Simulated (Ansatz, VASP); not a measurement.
As2Se: VASP beside Ansatz

```
As Se
1.0
    -3.41401    3.41401    2.70212
     3.41401   -3.41401    2.70212
     3.41401    3.41401   -2.70212
As Se
4 2
Direct
  0.87500 0.12500 0.75000
  0.37500 0.12500 0.25000
  0.87500 0.62500 0.75000
  0.87500 0.12500 0.25000
  0.50000 0.50000 0.00000
  0.25000 0.75000 0.50000
```

Alike in both runs: task single point; functional PBEsol; k mesh 12 × 12 × 12; occupations gaussian, width 0.15 eV; no spin polarisation.

|  | VASP | Ansatz |
| --- | --- | --- |
| version | VASP 6.6.1 | Ansatz 0.2.0 |
| potentials or method | VASP PAW PBE potentials, release 64 (As, Se), cutoff 520 eV | scalar-relativistic, plane waves, PAW |
| valence electrons in the cell | 32 | 92 |

|  | VASP | Ansatz | Ansatz less VASP |
| --- | --- | --- | --- |
| gap on the k mesh at the Fermi level (eV) | none | none | - |
| pressure (GPa) | -0.5 | -0.7 | -0.21 |
| traceless stress, the component that is largest in VASP (GPa) | -2.17 | -2.22 | -0.059 |

VASP's potentials were made for PBE, not for PBEsol. A gap of «none» marks a metal or a gap that the smearing closes. VASP's potentials hold 32 valence electrons a cell and Ansatz's 92, so a difference there can come from the potentials and not from the codes.
